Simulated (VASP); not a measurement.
# TiS2 (P-3m1) in VASP: single point with HSE06

Aim: the single point of TiS2 with HSE06.

Everything below comes from runs of VASP 6.6.1. Logs are shortened: lines on timing, memory, paths and dates and some standing lists are left out, and cuts for length are marked.

### Step 1. The cell of the first run

The structure is trigonal, space group P-3m1 (No. 164). Conventional cell: a = 3.608 Å, b = 3.608 Å, c = 5.739 Å, α = 90.00°, β = 90.00°, γ = 120.00°. Within 3.3 Å of Ti (site symmetry -3m) lie 6 S at 2.47 Å. Within 3.4 Å of S (site symmetry 3m) lie 3 Ti at 2.47 Å and 3 S at 3.38 Å.

### Step 2. Single point, HSE06 (biaxial xy strain +5.8%)

The input, POSCAR:

```
TiS2
1.0
    3.6084164206      0.0000000001      0.0000000000
   -1.8042082104      3.1249802877      0.0000000000
    0.0000000000      0.0000000000      5.7387202085
Ti S
1 2
Direct
    0.0000000000      0.0000000000      0.0000000000
    0.3333333333      0.6666666667      0.2313471938
    0.6666666667      0.3333333333      0.7686528062
```

The input, INCAR.step1:

```
PREC = Accurate ; ENCUT = 400
EDIFF = 1E-5 ; ISMEAR = 0
SIGMA = 0.01 ; LREAL = F
LASPH = T ; NELM = 120
ALGO = Normal ; ISIF = 2
LWAVE = T ; LCHARG = F
GGA = PE ; NBANDS = 19
GGA_COMPAT = F
```

The input, INCAR.step2:

```
PREC = Accurate ; ENCUT = 400
EDIFF = 1E-6 ; ISMEAR = 0
SIGMA = 0.01 ; LREAL = F
LASPH = T ; NELM = 120
ALGO = Normal ; ISIF = 2
LWAVE = F ; LCHARG = F
GGA = PE ; LHFCALC = T
HFSCREEN = 0.2079 ; PRECFOCK = Normal
ISTART = 1 ; NBANDS = 19
GGA_COMPAT = F
```

The input, KPOINTS:

```
Automatic mesh
0
Gamma
  6 6 4
```

Potentials or basis: VASP PAW PBE potentials, release 64 (Ti_sv, S).

Started as:

```console
> cat potpaw_PBE.64/Ti_sv/POTCAR potpaw_PBE.64/S/POTCAR > POTCAR
> cp INCAR.step1 INCAR
> mpirun -np 1 vasp_std > vasp.out
> cp INCAR.step2 INCAR
> mpirun -np 1 vasp_std > vasp.out
```

OUTCAR:

```text
PREC = Accurate
   ENCUT = 400
   EDIFF = 1E-6
   ISMEAR = 0
   LREAL = F
   LASPH = T
   NELM = 120
   ISIF = 2
   GGA = PE
   LHFCALC = T
   HFSCREEN = 0.2079
   PRECFOCK = Normal
   ISTART = 1

 ion  position               nearest neighbor table
   1  0.000  0.000  0.000-   2 2.47   3 2.47   3 2.47   2 2.47   3 2.47   2 2.47
   2  0.333  0.667  0.231-   1 2.47   1 2.47   1 2.47
   3  0.667  0.333  0.769-   1 2.47   1 2.47   1 2.47

  LATTYP: Found a hexagonal cell.
 ALAT       =     3.6084164206
 C/A-ratio  =     1.5903708274

  Lattice vectors:

 A1 = (   3.6084164206,   0.0000000001,   0.0000000000)
 A2 = (  -1.8042082104,   3.1249802877,   0.0000000000)
 A3 = (   0.0000000000,   0.0000000000,   5.7387202085)

Analysis of symmetry for initial positions (statically):
=====================================================================
 Subroutine PRICEL returns:
 Original cell was already a primitive cell.

 Routine SETGRP: Setting up the symmetry group for a
 hexagonal supercell.

 Subroutine GETGRP returns: Found 12 space group operations
 (whereof 12 operations were pure point group operations)
 out of a pool of 24 trial point group operations.

The static configuration has the point symmetry D_3d.

Analysis of symmetry for dynamics (positions and initial velocities):
=====================================================================
 Subroutine PRICEL returns:
 Original cell was already a primitive cell.

 Routine SETGRP: Setting up the symmetry group for a
 hexagonal supercell.

 Subroutine GETGRP returns: Found 12 space group operations
 (whereof 12 operations were pure point group operations)
 out of a pool of 24 trial point group operations.

The dynamic configuration has the point symmetry D_3d.

 Subroutine INISYM returns: Found 12 space group operations
 (whereof 12 operations are pure point group operations),
 and found     1 'primitive' translations

----------------------------------------------------------------------------------------

                                     Primitive cell

  volume of cell :      64.7111

  direct lattice vectors                    reciprocal lattice vectors
[... 90 lines left out ...]
   EDIFFG = 0.1E-04   stopping-criterion for IOM
   NSW    =      0    number of steps for IOM
   IBRION =     -1    ionic relax: 0-MD 1-quasi-New 2-CG
   NFREE  =      0    steps in history (QN), initial steepest desc. (CG)
   ISIF   =      2    stress and relaxation
   ISYM   =      3    0-nonsym 1-usesym 2-fastsym
   POTIM  = 0.5000    time-step for ionic-motion
   TEBEG  =    0.0;   TEEND  =   0.0 temperature during run
   PSTRESS=    0.0 pullay stress
   NELECT =      24.0000    total number of electrons
   NUPDOWN=      -1.0000    fix difference up-down
   EMIN   =  10.00;   EMAX   =-10.00  energy-range for DOS
   EFERMI =   0.00;   METHOD = LEGACY
   ISMEAR =     0;   SIGMA  =   0.01  broadening in eV -4-tet -1-fermi 0-gaus
   EFERMI_NEDOS =   21; number of points for ismear=-14 and -15
   IALGO  =     38    algorithm
   IMIX   =      1    mixing-type and parameters
     AMIX     =   0.40;   BMIX     =  1.00
     AMIX_MAG =   1.60;   BMIX_MAG =  1.00
  volume/ion in A,a.u.               =      21.57       145.56
  Fermi-wavevector in a.u.,A,eV,Ry     =   1.176212  2.222718 18.823314  1.383475
  Thomas-Fermi vector in A             =   2.312580
   LORBIT       =      0    0 simple, 1 ext, 2 COOP (PROOUT), +10 PAW based schemes
   GGA     = PE    functional components
   LHFCALC =     T    Hartree Fock is set to
   PRECFOCK=normal    Normal, Fast or Accurate (Low or Medium for compatibility)
   ENCUT4O =  -1.0   cutoff for four orbital integrals eV
   NKREDX  =     1    reduce k-point grid by
   NKREDY  =     1    reduce k-point grid by
   NKREDZ  =     1    reduce k-point grid by
   AEXX    =    0.2500 exact exchange contribution
   HFSCREEN=    0.2079 screening length (either q_TF or 0.3 A-1)
   HFSCREENC=   0.2079 screening length for correlation (either q_TF or 0.3 A-1)
   ENCUTFOCK=  -1.0 apply spherical cutoff to Coloumb kernel
   IVDW    =     0    specifies the selected vdW correction
   LEPSILON=     F    determine dielectric tensor
   LRPA    =     F    only Hartree local field effects (RPA)
 non-spin polarized calculation
 Gauss-broadening in eV      SIGMA  =   0.01
  energy-cutoff  :      400.00
  volume of cell :       64.71
 maximum number of plane-waves:      1194
  NGX = 18; NGY = 18; NGZ = 30

 number of electron      24.0000003 magnetization

 Free energy of the ion-electron system (eV)
  ---------------------------------------------------
  ext. energy  EPLUGINS =         0.00000000
  ---------------------------------------------------
  free energy    TOTEN  =       -24.02763076 eV

  energy without entropy =      -24.02763076  energy(sigma->0) =      -24.02763076

 E-fermi :   3.8487     XC(G=0):  -7.8602

 val. band max:        3.8075493852   @ k =   0.0000   0.0000   0.0000
 cond. band min:       4.7844463345   @ k =   0.5000   0.0000   0.5000
 fundamental gap:      0.9768969494
 Fermi energy:         3.8487163620

 k-point     1 :       0.0000    0.0000    0.0000
  band No.  band energies     occupation
      1     -59.0670      2.00000
      2     -33.6390      2.00000
      3     -33.5674      2.00000
      4     -33.5674      2.00000
      5     -11.0360      2.00000
      6      -9.2108      2.00000
[... 505 lines left out ...]
      6      -9.3225      2.00000
[... 11 lines left out ...]
     18      12.6891      0.00000
     19      12.6891      0.00000

------------------------ aborting loop because EDIFF is reached ----------------------------------------

  FORCE on cell =-STRESS in cart. coord.  units (eV):
  Direction    XX          YY          ZZ          XY          YZ          ZX
  --------------------------------------------------------------------------------------
  -------------------------------------------------------------------------------------
  Total       -3.6891826     -3.6891826     -0.2339788      0.0000000      0.0000000      0.0000000
  in kB      -91.3401557    -91.3401557     -5.7930615      0.0000000      0.0000000      0.0000000
  external PRESSURE =     -62.8244576 kB  Pullay stress =       0.0000000 kB

 VOLUME and BASIS-vectors are now :
 -----------------------------------------------------------------------------
  energy-cutoff  :      400.00
  volume of cell :       64.71
      direct lattice vectors                 reciprocal lattice vectors
     3.608416421  0.000000000  0.000000000     0.277129877  0.160001009  0.000000000
    -1.804208210  3.124980288  0.000000000    -0.000000000  0.320002019  0.000000000
     0.000000000  0.000000000  5.738720209     0.000000000  0.000000000  0.174254880

 POSITION                                       TOTAL-FORCE (eV/Angst)
 -----------------------------------------------------------------------------------
      0.00000      0.00000      0.00000         0.000000     -0.000000      0.000000
     -0.00000      2.08332      1.32764        -0.000000     -0.000000     -0.211526
      1.80421      1.04166      4.41108         0.000000      0.000000      0.211526
 -----------------------------------------------------------------------------------
    total drift:                               -0.000000     -0.000000     -0.000001

  FREE ENERGIE OF THE ION-ELECTRON SYSTEM (eV)
  ---------------------------------------------------
  free  energy   TOTEN  =       -24.0276307631 eV

  energy  without entropy=      -24.0276307631  energy(sigma->0) =      -24.02763076
```

OSZICAR.step1:

```text
N       E                     dE             d eps       ncg     rms          rms(c)
DAV:   1     0.185784247526E+03    0.18578E+03   -0.99766E+03   912   0.104E+03
DAV:   2    -0.579320634116E+01   -0.19158E+03   -0.18508E+03   989   0.297E+02
DAV:   3    -0.236404777900E+02   -0.17847E+02   -0.17640E+02  1294   0.913E+01
DAV:   4    -0.241957297293E+02   -0.55525E+00   -0.55354E+00  1258   0.154E+01
DAV:   5    -0.242161694840E+02   -0.20440E-01   -0.20432E-01  1323   0.259E+00    0.137E+01
DAV:   6    -0.209152765465E+02    0.33009E+01   -0.31521E+01  1085   0.444E+01    0.118E+01
DAV:   7    -0.202292521111E+02    0.68602E+00   -0.21431E+01  1129   0.317E+01    0.619E+00
DAV:   8    -0.197891824940E+02    0.44007E+00   -0.31727E+00  1074   0.141E+01    0.249E+00
DAV:   9    -0.197809075635E+02    0.82749E-02   -0.14732E-01  1064   0.287E+00    0.117E+00
DAV:  10    -0.197681493131E+02    0.12758E-01   -0.12033E-01  1164   0.249E+00    0.434E-01
DAV:  11    -0.197691798313E+02   -0.10305E-02   -0.24988E-02  1118   0.120E+00    0.328E-01
DAV:  12    -0.197678061820E+02    0.13736E-02   -0.47358E-03  1121   0.504E-01    0.973E-02
DAV:  13    -0.197678394459E+02   -0.33264E-04   -0.21849E-04  1035   0.110E-01    0.658E-02
DAV:  14    -0.197677655078E+02    0.73938E-04   -0.45354E-04  1323   0.149E-01    0.129E-02
DAV:  15    -0.197677664013E+02   -0.89351E-06   -0.11592E-05   703   0.303E-02
   1 F= -.19767766E+02 E0= -.19767766E+02  d E =-.613916E-30
```

Run time: 88 min. Hardware: 1 thread of Intel Xeon Platinum 8259CL at 2.50GHz (Skylake/Cascade Lake), shared host; peak memory 0.28 GiB.

What came out:

```yaml
Free_energy: -24.0276 eV
Pressure: -6.3 GPa
Largest_force: 0.212 eV/Å
Band_gap_on_the_k_mesh: 0.98 eV (least direct gap 1.07 eV)
```

Forces in eV/Å, atoms in the order of the input:
```
Ti   0.000  0.000  0.000
S    0.000  0.000 -0.212
S    0.000  0.000  0.212
```

Levels at points of the mesh, in eV from the valence-band top:
```csv
k point,band 9,band 10,band 11,band 12,band 13,band 14,band 15,band 16
"(0.00, 0.00, 0.00)",-3.59,-0.34,-0.34,0.00,1.07,1.07,2.04,4.10
"(0.50, 0.00, 0.00)",-3.16,-2.86,-2.44,-2.15,1.09,2.05,2.29,4.11
"(0.00, 0.00, 0.50)",-3.56,-1.95,-0.46,-0.46,1.06,1.06,2.35,4.32
"(0.50, 0.00, 0.50)",-3.29,-2.72,-1.93,-1.33,0.98,2.04,2.29,3.97
```

Caveat: the cell differs from its parent crystal (biaxial xy strain +5.8%); the stress differs along the axes, from -9 to -1 GPa; the PAW data sets were made with another functional, which shifts forces and pressure a little; this functional lacks dispersion, which binds layers or chains, so the pressure and a relaxed spacing across them are unreliable.
